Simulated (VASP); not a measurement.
# Ge (Imma) in VASP: single point with PBEsol

Aim: the single point of Ge with PBEsol.

All numbers are computed with VASP 6.6.1; they aren't measurements. Logs are shortened: lines on timing, memory, paths and dates and some standing lists are left out, and cuts for length are marked.

### 1 The cell of the first run

Symmetry: Imma, No. 74, orthorhombic system. The conventional cell has a = 5.077 Å, b = 5.336 Å, c = 2.948 Å, α = 90.00°, β = 90.00°, γ = 90.00°. Ge (site symmetry mm2) has 8 Ge at 2.67 to 2.97 Å within 3.5 Å.

### 2 Single point, PBEsol (strained)

INCAR

```
SYSTEM = Ge
  ALGO = Normal
  EDIFF = 1E-7
  ENCUT = 520
  GGA = PS
  ISIF = 2
  ISMEAR = 0
  LASPH = .True.
  LCHARG = .True.
  LELF = .True.
  LREAL = .False.
  LVHAR = .True.
  LWAVE = .False.
  NBANDS = 21
  NELM = 100
  PREC = Accurate
  SIGMA = 0.1
```

KPOINTS

```
k-points
0
Gamma
  16 16 16
  0 0 0
```

POSCAR

```
Ge
1.0
   -2.5386028148      2.6678020146      1.4738190600
    2.5386028148     -2.6678020146      1.4738190600
    2.5386028148      2.6678020146     -1.4738190600
Ge
2
Direct
    0.2381369918      0.9881369918      0.2500000000
    0.7618630082      0.0118630082      0.7500000000
```

Potentials or basis: VASP PAW PBE potentials, release 64 (Ge_d).

Run with:

```sh
cat potpaw_PBE.64/Ge_d/POTCAR > POTCAR
mpirun -np 1 vasp_std > vasp.out
```

OUTCAR:

```text
SYSTEM = Ge
   EDIFF = 1E-7
   ENCUT = 520
   GGA = PS
   ISIF = 2
   ISMEAR = 0
   LASPH = .True.
   LREAL = .False.
   NELM = 100
   PREC = Accurate

 ion  position               nearest neighbor table
   1  0.238  0.988  0.250-   2 2.67   2 2.67   2 2.90   2 2.90
   2  0.762  0.012  0.750-   1 2.67   1 2.67   1 2.90   1 2.90

  LATTYP: Found a body centered orthorhombic cell.
 ALAT       =     2.9476381200
 B/A-ratio  =     1.7224657244
 C/A-ratio  =     1.8101285884

  Lattice vectors:

 A1 = (   2.5386028148,  -2.6678020146,   1.4738190600)
 A2 = (  -2.5386028148,  -2.6678020146,  -1.4738190600)
 A3 = (   2.5386028148,   2.6678020146,  -1.4738190600)

Analysis of symmetry for initial positions (statically):
=====================================================================
 Subroutine PRICEL returns:
 Original cell was already a primitive cell.

 Routine SETGRP: Setting up the symmetry group for a
 body centered orthorhombic supercell.

 Subroutine GETGRP returns: Found  8 space group operations
 (whereof  4 operations were pure point group operations)
 out of a pool of  8 trial point group operations.

The static configuration has the point symmetry C_2h.
 The point group associated with its full space group is D_2h.

Analysis of symmetry for dynamics (positions and initial velocities):
=====================================================================
 Subroutine PRICEL returns:
 Original cell was already a primitive cell.

 Routine SETGRP: Setting up the symmetry group for a
 body centered orthorhombic supercell.

 Subroutine GETGRP returns: Found  8 space group operations
 (whereof  4 operations were pure point group operations)
 out of a pool of  8 trial point group operations.

The dynamic configuration has the point symmetry C_2h.
 The point group associated with its full space group is D_2h.

 Subroutine INISYM returns: Found  8 space group operations
 (whereof  4 operations are pure point group operations),
 and found     1 'primitive' translations

----------------------------------------------------------------------------------------

                                     Primitive cell

  volume of cell :      39.9257

  direct lattice vectors                    reciprocal lattice vectors
    -2.538602815  2.667802015  1.473819060     0.000000000  0.187420205  0.339254671
     2.538602815 -2.667802015  1.473819060     0.196958735  0.000000000  0.339254671
     2.538602815  2.667802015 -1.473819060     0.196958735  0.187420205  0.000000000

  length of vectors
     3.966587256  3.966587256  3.966587256     0.387582333  0.392283667  0.271880629

  position of ions in fractional coordinates (direct lattice)
     0.238136992  0.988136992  0.250000000
     0.761863008  0.011863008  0.750000000

  ion indices of the primitive-cell ions
   primitive index   ion index
                 1           1
                 2           2

----------------------------------------------------------------------------------------

 KPOINTS: k-points

Automatic generation of k-mesh.
 Grid dimensions read from file:
 generate k-points for:   16   16   16

 Generating k-lattice:

  Cartesian coordinates                     Fractional coordinates (reciprocal lattice)
     0.000000000  0.011713763  0.021203417     0.062500000  0.000000000 -0.000000000
     0.012309921  0.000000000  0.021203417     0.000000000  0.062500000 -0.000000000
     0.012309921  0.011713763  0.000000000     0.000000000  0.000000000  0.062500000

  Length of vectors
     0.024223896  0.024517729  0.016992539

  Shift w.r.t. Gamma in fractional coordinates (k-lattice)
     0.000000000  0.000000000  0.000000000

 Subroutine IBZKPT returns following result:
 ===========================================

 Found    621 irreducible k-points:

 Following reciprocal coordinates:
            Coordinates               Weight
  0.000000  0.000000  0.000000      1.000000
  0.062500 -0.000000  0.000000      4.000000
  0.125000 -0.000000  0.000000      4.000000
  0.187500  0.000000  0.000000      4.000000
  0.250000 -0.000000  0.000000      4.000000
  0.312500  0.000000  0.000000      4.000000
[... 16 lines left out ...]
 -0.187500  0.062500 -0.000000      8.000000
 -0.125000  0.062500 -0.000000      8.000000
 [... further k-points ...]
   k-points           NKPTS =    621   k-points in BZ     NKDIM =    621   number of bands    NBANDS=     21
   number of dos      NEDOS =    301   number of ions     NIONS =      2
   total plane-waves  NPLWV =  27000
   dimension x,y,z NGX =    30 NGY =   30 NGZ =   30
   dimension x,y,z NGXF=    60 NGYF=   60 NGZF=   60
   ions per type =               2
   NGX,Y,Z   is equivalent  to a cutoff of  12.57, 12.57, 12.57 a.u.
   NGXF,Y,Z  is equivalent  to a cutoff of  25.15, 25.15, 25.15 a.u.
 SYSTEM =  Ge
   PREC   = accura    normal or accurate (medium, high low for compatibility)
   ISTART =      0    job   : 0-new  1-cont  2-samecut
   ICHARG =      2    charge: 1-file 2-atom 10-const
   ISPIN  =      1    spin polarized calculation?
   LNONCOLLINEAR =      F non collinear calculations
   LSORBIT =      F    spin-orbit coupling
   LASPH  =      T    aspherical Exc in radial PAW
   ENCUT  =  520.0 eV  38.22 Ry    6.18 a.u.   7.38  7.38  7.38*2*pi/ulx,y,z
   NELM   =    100;   NELMIN=  2; NELMDL= -5     # of ELM steps
   EDIFF  = 0.1E-06   stopping-criterion for ELM
   LREAL  =      F    real-space projection
   EDIFFG = 0.1E-05   stopping-criterion for IOM
   NSW    =      0    number of steps for IOM
   IBRION =     -1    ionic relax: 0-MD 1-quasi-New 2-CG
   NFREE  =      0    steps in history (QN), initial steepest desc. (CG)
   ISIF   =      2    stress and relaxation
   ISYM   =      2    0-nonsym 1-usesym 2-fastsym
   POTIM  = 0.5000    time-step for ionic-motion
   TEBEG  =    0.0;   TEEND  =   0.0 temperature during run
   PSTRESS=    0.0 pullay stress
   NELECT =      28.0000    total number of electrons
   NUPDOWN=      -1.0000    fix difference up-down
   EMIN   =  10.00;   EMAX   =-10.00  energy-range for DOS
   EFERMI =   0.00;   METHOD = LEGACY
   ISMEAR =     0;   SIGMA  =   0.10  broadening in eV -4-tet -1-fermi 0-gaus
   EFERMI_NEDOS =   21; number of points for ismear=-14 and -15
   IALGO  =     38    algorithm
   IMIX   =      4    mixing-type and parameters
     AMIX     =   0.40;   BMIX     =  1.00
     AMIX_MAG =   1.60;   BMIX_MAG =  1.00
  volume/ion in A,a.u.               =      19.96       134.72
  Fermi-wavevector in a.u.,A,eV,Ry     =   1.454488  2.748583 28.783587  2.115534
  Thomas-Fermi vector in A             =   2.571632
   LORBIT       =      0    0 simple, 1 ext, 2 COOP (PROOUT), +10 PAW based schemes
   GGA     = PS    functional components
   LHFCALC =     F    Hartree Fock is set to
   AEXX    =    0.0000 exact exchange contribution
   IVDW    =     0    specifies the selected vdW correction
   LEPSILON=     F    determine dielectric tensor
   LRPA    =     F    only Hartree local field effects (RPA)
 non-spin polarized calculation
 Gauss-broadening in eV      SIGMA  =   0.10
  energy-cutoff  :      520.00
  volume of cell :       39.93
 maximum number of plane-waves:      1106
 NGX is ok and might be reduce to    30
   NGX = 15   NGY = 15   NGZ = 15

 number of electron      28.0000025 magnetization

 Free energy of the ion-electron system (eV)
  ---------------------------------------------------
  ext. energy  EPLUGINS =         0.00000000
  ---------------------------------------------------
  free energy    TOTEN  =        -9.44464752 eV

  energy without entropy =       -9.44063770  energy(sigma->0) =       -9.44264261

 E-fermi :   5.8818     XC(G=0): -11.1011

 val. band max:        5.8802352932   @ k =   0.1875  -0.1875   0.0625
 cond. band min:       5.8829168812   @ k =   0.4375   0.2500   0.0000
 fundamental gap:      0.0026815880
 Fermi energy:         5.8817999718

 k-point     1 :       0.0000    0.0000    0.0000
  band No.  band energies     occupation
      1     -18.7739      2.00000
      2     -18.6931      2.00000
      3     -18.6869      2.00000
      4     -18.6782      2.00000
      5     -18.6758      2.00000
      6     -18.6379      2.00000
[... 13 lines left out ...]
     20      16.4085      0.00000
     21      17.8454      0.00000

 k-point     2 :       0.0625   -0.0000    0.0000
  band No.  band energies     occupation
      1     -18.7703      2.00000
      2     -18.6895      2.00000
      3     -18.6852      2.00000
      4     -18.6785      2.00000
      5     -18.6728      2.00000
      6     -18.6386      2.00000
[... 13 lines left out ...]
     20      17.0041      0.00000
     21      17.3118      0.00000

 k-point     3 :       0.1250   -0.0000    0.0000
  band No.  band energies     occupation
      1     -18.7599      2.00000
      2     -18.6802      2.00000
      3     -18.6793      2.00000
      4     -18.6792      2.00000
      5     -18.6644      2.00000
      6     -18.6405      2.00000
[... 13 lines left out ...]
     20      15.8348      0.00000
     21      17.8845      0.00000

 k-point     4 :       0.1875    0.0000    0.0000
  band No.  band energies     occupation
      1     -18.7437      2.00000
      2     -18.6805      2.00000
      3     -18.6716      2.00000
      4     -18.6642      2.00000
      5     -18.6515      2.00000
      6     -18.6426      2.00000
[... 13 lines left out ...]
     20      14.7242      0.00000
     21      17.8125      0.00000

 k-point     5 :       0.2500   -0.0000    0.0000
  band No.  band energies     occupation
      1     -18.7229      2.00000
      2     -18.6807      2.00000
      3     -18.6610      2.00000
      4     -18.6493      2.00000
      5     -18.6418      2.00000
      6     -18.6353      2.00000
[... 13 lines left out ...]
     20      13.9640      0.00000
     21      18.1692      0.00000

 k-point     6 :       0.3125    0.0000    0.0000
  band No.  band energies     occupation
      1     -18.6989      2.00000
      2     -18.6795      2.00000
      3     -18.6487      2.00000
      4     -18.6459      2.00000
      5     -18.6280      2.00000
      6     -18.6188      2.00000
[... 13 lines left out ...]
     20      13.6125      0.00000
     21      18.8206      0.00000

 k-point     7 :       0.3750    0.0000    0.0000
  band No.  band energies     occupation
      1     -18.6761      2.00000
      2     -18.6736      2.00000
      3     -18.6425      2.00000
      4     -18.6388      2.00000
      5     -18.6293      2.00000
      6     -18.6153      2.00000
[... 13 lines left out ...]
     20      14.6249      0.00000
     21      19.5366      0.00000
[... 291 lines left out ...]
      1     -18.6877      2.00000
      2     -18.6716      2.00000
      3     -18.6426      2.00000
      4     -18.6397      2.00000
      5     -18.6292      2.00000
      6     -18.6160      2.00000
[... 13 lines left out ...]
     20      14.6142      0.00000
     21      18.4070      0.00000

 k-point    21 :      -0.3125    0.0625    0.0000
  band No.  band energies     occupation
      1     -18.7073      2.00000
      2     -18.6787      2.00000
      3     -18.6540      2.00000
      4     -18.6496      2.00000
      5     -18.6366      2.00000
      6     -18.6328      2.00000
[... 13 lines left out ...]
     20      14.7022      0.00000
     21      17.7784      0.00000

 k-point    22 :      -0.2500    0.0625   -0.0000
  band No.  band energies     occupation
      1     -18.7298      2.00000
      2     -18.6796      2.00000
      3     -18.6655      2.00000
      4     -18.6653      2.00000
      5     -18.6500      2.00000
      6     -18.6369      2.00000
[... 13 lines left out ...]
     20      15.3331      0.00000
     21      17.4399      0.00000

 k-point    23 :      -0.1875    0.0625   -0.0000
  band No.  band energies     occupation
      1     -18.7493      2.00000
      2     -18.6807      2.00000
      3     -18.6784      2.00000
      4     -18.6749      2.00000
      5     -18.6631      2.00000
      6     -18.6364      2.00000
[... 13 lines left out ...]
     20      16.2800      0.00000
     21      17.5379      0.00000

 k-point    24 :      -0.1250    0.0625   -0.0000
  band No.  band energies     occupation
      1     -18.7636      2.00000
      2     -18.6900      2.00000
      3     -18.6818      2.00000
      4     -18.6778      2.00000
      5     -18.6720      2.00000
      6     -18.6361      2.00000
[... 13 lines left out ...]
     20      17.3694      0.00000
     21      17.7689      0.00000

 [... further k-points ...]
[... 5 lines left out ...]
  --------------------------------------------------------------------------------------
  -------------------------------------------------------------------------------------
  Total       -1.5918341     -0.7900600     -1.6176553      0.0000000     -0.0000000      0.0000000
  in kB      -63.8786692    -31.7042996    -64.9148495      0.0000000     -0.0000000      0.0000000
  external PRESSURE =     -53.4992728 kB  Pullay stress =       0.0000000 kB

 VOLUME and BASIS-vectors are now :
 -----------------------------------------------------------------------------
  energy-cutoff  :      520.00
  volume of cell :       39.93
      direct lattice vectors                 reciprocal lattice vectors
    -2.538602815  2.667802015  1.473819060     0.000000000  0.187420205  0.339254671
     2.538602815 -2.667802015  1.473819060     0.196958735  0.000000000  0.339254671
     2.538602815  2.667802015 -1.473819060     0.196958735  0.187420205  0.000000000

 POSITION                                       TOTAL-FORCE (eV/Angst)
 -----------------------------------------------------------------------------------
      2.53860     -1.33390      1.43885         0.000000      0.000000     -0.024695
      0.00000      4.00170      0.03497        -0.000000     -0.000000      0.024695
 -----------------------------------------------------------------------------------
    total drift:                               -0.000000     -0.000000      0.000000

  FREE ENERGIE OF THE ION-ELECTRON SYSTEM (eV)
  ---------------------------------------------------
  free  energy   TOTEN  =        -9.4446475191 eV

  energy  without entropy=       -9.4406376971  energy(sigma->0) =       -9.44264261
```

Run time: 4.2 min. Hardware: 1 thread of AMD EPYC 9R45 (Zen 5), shared host; peak memory 0.46 GiB.

Results:

```
Free energy            : -9.4446 eV
Pressure               : -5.3 GPa
Largest force          : 0.025 eV/Å
Band gap on the k mesh : zero (band 14 reaches 8.11 eV, above the bottom of band 15 at 2.90 eV)
```

Forces in eV/Å, atoms in the order of the input:
```
Ge   0.000  0.000 -0.025
Ge   0.000  0.000  0.025
```

Stress tensor (GPa, compression positive):
```
-6.39  0.00  0.00
 0.00 -3.17  0.00
 0.00  0.00 -6.49
```

Caveat: the cell differs from its parent crystal (strained); the PAW data sets were made with another functional, which shifts forces and pressure a little.
